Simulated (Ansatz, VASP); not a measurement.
**One calculation of ReS, two programs**

```
CELL_PARAMETERS angstrom
0.00000 2.59246 2.59246
2.59246 0.00000 2.59246
2.59246 2.59246 0.00000
ATOMIC_POSITIONS crystal
Re 0.00000 0.00000 0.00000
S 0.25000 0.25000 0.25000
```

Alike in both runs: functional PBEsol; k mesh 8 × 8 × 8; occupations gaussian, width 0.1 eV; no spin polarisation.

Ansatz relaxed the structure, and its values are those at the end. VASP's run is a single point on that final structure, the one shown.

|  | VASP | Ansatz |
| --- | --- | --- |
| version | VASP 6.6.1 | Ansatz 0.2.0 |
| potentials or method | VASP PAW PBE potentials, release 64 (Re_sv_GW, S), cutoff 500 eV | scalar-relativistic, plane waves, PAW |
| valence electrons in the cell | 21 | 21 |

|  | VASP | Ansatz | Ansatz less VASP |
| --- | --- | --- | --- |
| gap on the k mesh at the Fermi level (eV) | none | none | - |
| pressure (GPa) | -1.2 | -0.3 | +0.88 |

VASP's potentials were made for PBE, not for PBEsol. A gap of «none» marks a metal or a gap that the smearing closes.

Spin-orbit coupling is off throughout.
